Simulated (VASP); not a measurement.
Runs of VASP 6.6.1 on TiC (zincblende type). The structure is that of space group F-43m (No. 216), or close to it. The cells are those of the table. 

```csv
task,level,spin,cell,cutoff (eV),gap on the mesh (eV),pressure (GPa)
electric field gradients,r2SCAN,off,"a = 3.343 Å, angles 60.0°, 2 atoms",520,0.82,(a)
single point,PBE,off,"a = 3.343 Å, angles 60.0°, 2 atoms",520,0.57,0.1
relaxation of cell and atoms,PBE,off,"relaxed from a = 3.320 Å, angles 60.0°, 2 atoms",600,0.57,0.0
single point,PBE,"non-collinear, zero start, SOC","a = 3.343 Å, angles 60.0°, 2 atoms",520,-,0.1
single point,PBEsol,off,"a = 3.343 Å, angles 60.0°, 2 atoms",520,0.52,-4.4
electric field gradients,PBEsol,off,"a = 3.343 Å, angles 60.0°, 2 atoms",520,0.52,-4.4
```

Alike in all rows: potentials or basis VASP PAW PBE potentials, release 64 (Ti_sv, C); k mesh 15 × 15 × 15; smearing fermi-dirac 0.05 eV.

Q: Fill in the values left out.

A: (a) -0.6.

Caveats: an odd mesh through Γ misses points on the zone boundary, where band edges can lie (at least some runs); the PAW data sets were made with another functional, which shifts forces and pressure a little (at least some runs); the cell stands under tension (at least some runs).
